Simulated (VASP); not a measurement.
Write the native input for VASP 6.6.1 that does the following.

* Task: single point
* Functional: revPBE
* Potentials or basis: VASP PAW PBE potentials, release 64 (Pd)
* Cutoff: 520 eV
* k mesh: 15 × 15 × 4
* Occupations: fermi-dirac, width 0.1 eV
* Spin: no spin polarisation
* Dipole correction: no
* Further INCAR settings: ALGO = Normal; EDIFF = 1e-07; NBANDS = 28

The structure of Pd lies in POSCAR:

```
Pd
1.0
    2.6856966941      0.0000000000      0.0000000000
   -1.3428483471      2.3258815640      0.0000000000
    0.0000000000      0.0000000000      8.8507265532
Pd
4
Direct
    1.0000000000      1.0000000000      0.0000000000
    1.0000000000      1.0000000000      0.5000000000
    0.3333333333      0.6666666667      0.2500000000
    0.6666666667      0.3333333333      0.7500000000
```

This isn't the form of Pd at room conditions, which is fcc.

One way to write it, as run:

INCAR

```
PREC     = Accurate       # precision mode
ENCUT    = 520            # plane-wave cutoff, eV
EDIFF    = 1E-7           # SCF threshold, eV
ISMEAR   = -1             # smearing method
SIGMA    = 0.1            # smearing width, eV
LREAL    = F              # projectors in reciprocal space
LASPH    = T              # aspherical terms in the spheres
NELM     = 60             # most SCF steps
ALGO     = Normal         # electronic algorithm
ISIF     = 2              # what is computed and relaxed
LWAVE    = F              # write WAVECAR
LCHARG   = T              # write CHGCAR
GGA      = RE             # functional
LELF     = T              # ELF
LVHAR    = T            
NBANDS   = 28             # bands
```

KPOINTS

```
Automatic mesh
0
Gamma
  15 15 4
```

Potentials or basis: VASP PAW PBE potentials, release 64 (Pd).

Launch:

```console
$ cat potpaw_PBE.64/Pd/POTCAR > POTCAR
$ mpirun -np 1 vasp_std > vasp.out
```

Results of the run:

The pressure is 27.0 GPa. The band gap on the k mesh is zero (bands 20 and 21 overlap by 1.05 eV).

Caveat: the cell stands under pressure; the PAW data sets were made with another functional, which shifts forces and pressure a little.

It took 2.8 min on 1 thread of Intel Xeon 8259CL (shared host), peak memory 0.23 GiB.
